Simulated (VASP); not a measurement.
# La3O (I4/mmm) in VASP: relaxation of cell and atoms with PBE

Aim: the relaxation of cell and atoms of La3O with PBE.

All numbers are computed with VASP 6.6.1; they aren't measurements. Logs are shortened: lines on timing, memory, paths and dates and some standing lists are left out, and cuts for length are marked.

## 1. The cell of the first run

It takes space group I4/mmm (No. 139, tetragonal). Conventional cell: a = 5.768 Å, b = 5.768 Å, c = 6.044 Å, α = 90.00°, β = 90.00°, γ = 90.00°. La (site symmetry mmm) has 4 La at 2.88 to 3.02 Å and 2 O at 2.88 Å within 3.8 Å. Within 3.8 Å of La (site symmetry 4/mmm) lie 4 La at 2.88 Å and 2 O at 3.02 Å. Within 3.8 Å of O (site symmetry 4/mmm) lie 6 La at 2.88 to 3.02 Å.

## 2. Relaxation of cell and atoms, PBE

INCAR

```
SYSTEM = La3O
PREC = Accurate
ENCUT = 600
EDIFF = 1E-6
ISMEAR = 0
SIGMA = 0.1
LREAL = .FALSE.
LASPH = .TRUE.
NELM = 100
ALGO = Normal
ISIF = 3
LWAVE = .FALSE.
LCHARG = .FALSE.
GGA = PE
IBRION = 2
NSW = 90
EDIFFG = -0.04
```

KPOINTS

```
regular mesh
0
G
  4 4 4
  0 0 0
```

POSCAR

```
La3O
1.0
   -2.8839216300      2.8839216300      3.0217964000
    2.8839216300     -2.8839216300      3.0217964000
    2.8839216300      2.8839216300     -3.0217964000
La O
3 1
Direct
    0.5000000000      0.0000000000      0.5000000000
    0.0000000000      0.5000000000      0.5000000000
    0.0000000000      0.0000000000      0.0000000000
    0.5000000000      0.5000000000      0.0000000000
```

Potentials or basis: VASP PAW PBE potentials, release 64 (La, O).

Command:

```console
cat potpaw_PBE.64/La/POTCAR potpaw_PBE.64/O/POTCAR > POTCAR
mpirun -np 1 vasp_std > vasp.out
```

OUTCAR:

```text
SYSTEM = La3O
   PREC = Accurate
   ENCUT = 600
   EDIFF = 1E-6
   ISMEAR = 0
   LREAL = .FALSE.
   LASPH = .TRUE.
   NELM = 100
   ISIF = 3
   GGA = PE
   IBRION = 2
   NSW = 90
   EDIFFG = -0.04

 ion  position               nearest neighbor table
   1  0.500  0.000  0.500-   3 2.88   3 2.88   2 3.02   2 3.02
   2  0.000  0.500  0.500-   3 2.88   3 2.88   1 3.02   1 3.02
   3  0.000  0.000  0.000-   1 2.88   2 2.88   2 2.88   1 2.88
   4  0.500  0.500  0.000-

  LATTYP: Found a body centered tetragonal cell.
 ALAT       =     5.7678432600
 C/A-ratio  =     1.0478080849

  Lattice vectors:

 A1 = (  -2.8839216300,   2.8839216300,   3.0217964000)
 A2 = (   2.8839216300,  -2.8839216300,   3.0217964000)
 A3 = (   2.8839216300,   2.8839216300,  -3.0217964000)

Analysis of symmetry for initial positions (statically):
=====================================================================
 Subroutine PRICEL returns:
 Original cell was already a primitive cell.

 Routine SETGRP: Setting up the symmetry group for a
 body centered tetragonal supercell.

 Subroutine GETGRP returns: Found 16 space group operations
 (whereof 16 operations were pure point group operations)
 out of a pool of 16 trial point group operations.

The static configuration has the point symmetry D_4h.

Analysis of symmetry for dynamics (positions and initial velocities):
=====================================================================
 Subroutine PRICEL returns:
 Original cell was already a primitive cell.

 Routine SETGRP: Setting up the symmetry group for a
 body centered tetragonal supercell.

 Subroutine GETGRP returns: Found 16 space group operations
 (whereof 16 operations were pure point group operations)
 out of a pool of 16 trial point group operations.

The dynamic configuration has the point symmetry D_4h.

 Subroutine INISYM returns: Found 16 space group operations
 (whereof 16 operations are pure point group operations),
 and found     1 'primitive' translations

----------------------------------------------------------------------------------------

                                     Primitive cell

  volume of cell :     100.5292

  direct lattice vectors                    reciprocal lattice vectors
    -2.883921630  2.883921630  3.021796400     0.000000000  0.173375030  0.165464490
     2.883921630 -2.883921630  3.021796400     0.173375030  0.000000000  0.165464490
     2.883921630  2.883921630 -3.021796400     0.173375030  0.173375030  0.000000000

  length of vectors
     5.075949312  5.075949312  5.075949312     0.239661008  0.239661008  0.245189319

  position of ions in fractional coordinates (direct lattice)
     0.500000000  0.000000000  0.500000000
     0.000000000  0.500000000  0.500000000
     0.000000000  0.000000000  0.000000000
     0.500000000  0.500000000  0.000000000

  ion indices of the primitive-cell ions
   primitive index   ion index
                 1           1
                 2           2
                 3           3
                 4           4

----------------------------------------------------------------------------------------

 KPOINTS: regular mesh

Automatic generation of k-mesh.
 Grid dimensions read from file:
 generate k-points for:    4    4    4

 Generating k-lattice:

  Cartesian coordinates                     Fractional coordinates (reciprocal lattice)
     0.000000000  0.043343758  0.041366122     0.250000000  0.000000000  0.000000000
     0.043343758  0.000000000  0.041366122     0.000000000  0.250000000  0.000000000
     0.043343758  0.043343758  0.000000000     0.000000000  0.000000000  0.250000000

  Length of vectors
     0.059915252  0.059915252  0.061297330

  Shift w.r.t. Gamma in fractional coordinates (k-lattice)
     0.000000000  0.000000000  0.000000000

 Subroutine IBZKPT returns following result:
 ===========================================

 Found     13 irreducible k-points:

 Following reciprocal coordinates:
            Coordinates               Weight
  0.000000  0.000000  0.000000      1.000000
  0.250000  0.000000  0.000000      8.000000
  0.500000  0.000000  0.000000      4.000000
  0.250000  0.250000  0.000000      8.000000
  0.500000  0.250000 -0.000000     16.000000
 -0.250000  0.250000  0.000000      4.000000
  0.500000  0.500000  0.000000      2.000000
  0.250000  0.250000  0.250000      2.000000
 -0.250000  0.250000  0.250000      4.000000
  0.500000  0.500000  0.250000      4.000000
 -0.250000  0.500000  0.250000      8.000000
 -0.250000 -0.250000  0.250000      2.000000
  0.500000  0.500000  0.500000      1.000000
   k-points           NKPTS =     13   k-points in BZ     NKDIM =     13   number of bands    NBANDS=     23
   number of dos      NEDOS =    301   number of ions     NIONS =      4
   total plane-waves  NPLWV =  74088
   dimension x,y,z NGX =    42 NGY =   42 NGZ =   42
   dimension x,y,z NGXF=    84 NGYF=   84 NGZF=   84
   ions per type =               3   1
   NGX,Y,Z   is equivalent  to a cutoff of  13.76, 13.76, 13.76 a.u.
   NGXF,Y,Z  is equivalent  to a cutoff of  27.51, 27.51, 27.51 a.u.
 SYSTEM =  La3O
   PREC   = accura    normal or accurate (medium, high low for compatibility)
   ISTART =      0    job   : 0-new  1-cont  2-samecut
   ICHARG =      2    charge: 1-file 2-atom 10-const
   ISPIN  =      1    spin polarized calculation?
   LNONCOLLINEAR =      F non collinear calculations
   LSORBIT =      F    spin-orbit coupling
   LASPH  =      T    aspherical Exc in radial PAW
   ENCUT  =  600.0 eV  44.10 Ry    6.64 a.u.  10.14 10.14 10.14*2*pi/ulx,y,z
   NELM   =    100;   NELMIN=  2; NELMDL= -5     # of ELM steps
   EDIFF  = 0.1E-05   stopping-criterion for ELM
   LREAL  =      F    real-space projection
   EDIFFG = -.4E-01   stopping-criterion for IOM
   NSW    =     90    number of steps for IOM
   IBRION =      2    ionic relax: 0-MD 1-quasi-New 2-CG
   NFREE  =      1    steps in history (QN), initial steepest desc. (CG)
   ISIF   =      3    stress and relaxation
   ISYM   =      2    0-nonsym 1-usesym 2-fastsym
   POTIM  = 0.5000    time-step for ionic-motion
   TEBEG  =    0.0;   TEEND  =   0.0 temperature during run
   PSTRESS=    0.0 pullay stress
   NELECT =      39.0000    total number of electrons
   NUPDOWN=      -1.0000    fix difference up-down
   EMIN   =  10.00;   EMAX   =-10.00  energy-range for DOS
   EFERMI =   0.00;   METHOD = LEGACY
   ISMEAR =     0;   SIGMA  =   0.10  broadening in eV -4-tet -1-fermi 0-gaus
   EFERMI_NEDOS =   21; number of points for ismear=-14 and -15
   IALGO  =     38    algorithm
   IMIX   =      4    mixing-type and parameters
     AMIX     =   0.40;   BMIX     =  1.00
     AMIX_MAG =   1.60;   BMIX_MAG =  1.00
  volume/ion in A,a.u.               =      25.13       169.60
  Fermi-wavevector in a.u.,A,eV,Ry     =   1.193985  2.256305 19.396480  1.425601
  Thomas-Fermi vector in A             =   2.329986
   LORBIT       =      0    0 simple, 1 ext, 2 COOP (PROOUT), +10 PAW based schemes
   GGA     = PE    functional components
   LHFCALC =     F    Hartree Fock is set to
   AEXX    =    0.0000 exact exchange contribution
   IVDW    =     0    specifies the selected vdW correction
   LEPSILON=     F    determine dielectric tensor
   LRPA    =     F    only Hartree local field effects (RPA)
 conjugate gradient relaxation of ions
 non-spin polarized calculation
 Gauss-broadening in eV      SIGMA  =   0.10
  energy-cutoff  :      600.00
  volume of cell :      100.53
 maximum number of plane-waves:      3404
 NGX is ok and might be reduce to    42
   NGX = 21   NGY = 21   NGZ = 21

--------------------------------------- Ionic step        1  -------------------------------------------

 number of electron      38.9999998 magnetization

 Free energy of the ion-electron system (eV)
  ---------------------------------------------------
  ext. energy  EPLUGINS =         0.00000000
  ---------------------------------------------------
  free energy    TOTEN  =       -20.60586111 eV

  energy without entropy =      -20.58785719  energy(sigma->0) =      -20.59685915

------------------------ aborting loop because EDIFF is reached ----------------------------------------

  FORCE on cell =-STRESS in cart. coord.  units (eV):
  Direction    XX          YY          ZZ          XY          YZ          ZX
  --------------------------------------------------------------------------------------
  -------------------------------------------------------------------------------------
  Total       -0.3838629     -0.3838629     -1.9038656      0.0000000     -0.0000000      0.0000000
  in kB       -6.1177901     -6.1177901    -30.3427376      0.0000000     -0.0000000      0.0000000
  external PRESSURE =     -14.1927726 kB  Pullay stress =       0.0000000 kB

 VOLUME and BASIS-vectors are now :
 -----------------------------------------------------------------------------
  energy-cutoff  :      600.00
  volume of cell :      100.53
      direct lattice vectors                 reciprocal lattice vectors
    -2.883921630  2.883921630  3.021796400     0.000000000  0.173375030  0.165464490
     2.883921630 -2.883921630  3.021796400     0.173375030  0.000000000  0.165464490
     2.883921630  2.883921630 -3.021796400     0.173375030  0.173375030  0.000000000
[... 229 lines left out ...]
 POSITION                                       TOTAL-FORCE (eV/Angst)
 -----------------------------------------------------------------------------------
      0.00000      2.89860      0.00000         0.000000     -0.000000      0.000000
      2.89860      0.00000      0.00000        -0.000000      0.000000     -0.000000
      0.00000      0.00000      0.00000        -0.000000      0.000000     -0.000000
      0.00000      0.00000      2.90258        -0.000000      0.000000      0.000000
 -----------------------------------------------------------------------------------
    total drift:                               -0.000000     -0.000000      0.000000

  FREE ENERGIE OF THE ION-ELECTRON SYSTEM (eV)
  ---------------------------------------------------
  free  energy   TOTEN  =       -20.6584864935 eV

  energy  without entropy=      -20.6450788722  energy(sigma->0) =      -20.65178268

--------------------------------------- Ionic step        8  -------------------------------------------

 number of electron      38.9999997 magnetization

 Free energy of the ion-electron system (eV)
  ---------------------------------------------------
  ext. energy  EPLUGINS =         0.00000000
  ---------------------------------------------------
  free energy    TOTEN  =       -20.65891115 eV

  energy without entropy =      -20.64564255  energy(sigma->0) =      -20.65227685

 E-fermi :   9.1718     XC(G=0): -10.4213

 val. band max:        9.1675113127   @ k =   0.2500   0.2500   0.2500
 cond. band min:       9.3314822916   @ k =   0.5000   0.0000   0.0000
 fundamental gap:      0.1639709789
 Fermi energy:         9.1717792616

 k-point     1 :       0.0000    0.0000    0.0000
  band No.  band energies     occupation
      1     -23.9490      2.00000
      2     -22.6366      2.00000
      3     -22.6330      2.00000
      4      -9.2145      2.00000
      5      -9.2145      2.00000
      6      -9.2076      2.00000
[... 15 lines left out ...]
     22       8.3960      2.00000
     23      10.9581      0.00000
[... 332 lines left out ...]
 POSITION                                       TOTAL-FORCE (eV/Angst)
 -----------------------------------------------------------------------------------
      0.00000      2.89499      0.00000        -0.000000     -0.000000      0.000000
      0.00000      2.89499      2.89677        -0.000000     -0.000000      0.000000
      0.00000      0.00000      0.00000        -0.000000     -0.000000      0.000000
      0.00000      0.00000      2.89677         0.000000      0.000000     -0.000000
 -----------------------------------------------------------------------------------
    total drift:                               -0.000000     -0.000000      0.000000

  FREE ENERGIE OF THE ION-ELECTRON SYSTEM (eV)
  ---------------------------------------------------
  free  energy   TOTEN  =       -20.6589111544 eV

  energy  without entropy=      -20.6456425458  energy(sigma->0) =      -20.65227685

 reached required accuracy - stopping structural energy minimisation
```

Wall time 6.7 min (1 thread of Intel Xeon 6975P-C, shared host); peak memory 0.3 GiB.

Results:

```yaml
Free_energy: -20.6589 eV
Relaxed_volume: 24.28 Å³/atom
Relaxed_cell: a = 5.015 Å, b = 5.015 Å, c = 5.015 Å, α = 109.49°, β = 109.49°, γ = 109.44°
Space_group_after_relaxing_to_0.05_Å: Im-3m (No. 229)
Energy_gained_by_relaxing: 13.3 meV/atom
Ionic_steps: 8
Pressure_after_relaxing: 0.0 GPa
```

The path:
| step | energy change (eV) | largest force (eV/Å) | pressure (GPa) | volume (Å³) |
| --- | --- | --- | --- | --- |
| 1 | 0.0000 | 0.0000 | -1.42 | 100.53 |
| 2 | -0.0382 | 0.0000 | 0.05 | 97.31 |
| 3 | -0.0418 | 0.0000 | 0.63 | 96.41 |
| 4 | -0.0420 | 0.0000 | 0.84 | 96.10 |
| 5 | -0.0511 | 0.0000 | 0.56 | 96.34 |
| 6 | -0.0516 | 0.0000 | 0.58 | 96.30 |
| 7 | -0.0526 | 0.0000 | -0.29 | 97.55 |
| 8 | -0.0531 | 0.0000 | 0.00 | 97.11 |

Final structure:
```xyz
4
Lattice="-2.8950 2.8950 2.8968 2.8950 -2.8950 2.8968 2.8950 2.8950 -2.8968" Properties=species:S:1:pos:R:3 pbc="T T T"
La    0.0000    2.8950    0.0000
La    0.0000    2.8950    2.8968
La    0.0000    0.0000    0.0000
O     0.0000    0.0000    2.8968
```

Caveat: the k points lie up to 0.38 Å⁻¹ apart in the final cell; spin-orbit coupling is left out, which moves the levels of the heavy elements; an odd number of electrons without spin polarisation forces a metal; a magnetic or distorted state may lie lower.
